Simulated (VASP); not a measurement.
Runs of VASP 6.6.1 on Mg. The structure is that of space group I4/mmm (No. 139), or close to it. The cells are those of the table. 

| cell | gap on the mesh (eV) | pressure (GPa) |
| --- | --- | --- |
| a = 2.945, b = 2.945, c = 2.698 Å, angles 62.7, 62.7, 54.5°, 1 atom | none | 19.4 |
| a = 3.388, b = 3.388, c = 3.590 Å, angles 58.0, 58.0, 64.0°, 1 atom | none | (b) |
| a = 3.357, b = 3.357, c = 3.531 Å, angles 58.3, 58.3, 63.5°, 1 atom | none | -6.0 |
| a = 3.420, b = 3.420, c = 3.650 Å, angles 57.8, 57.8, 64.5°, 1 atom | none | -6.5 |
| a = 3.001, b = 3.001, c = 2.817 Å, angles 62.0, 62.0, 56.0°, 1 atom | none | (a) |

Alike in all rows: task single point; level LDA; potentials or basis VASP PAW LDA potentials, release 64 (Mg); no spin polarisation; k mesh 18 × 18 × 18; cutoff (eV) 520; smearing gaussian 0.15 eV.

Question: Estimate the missing entries.

Answer: (a) 11.3; (b) -6.3.

A gap of «none» marks levels without a gap at the run's occupations.
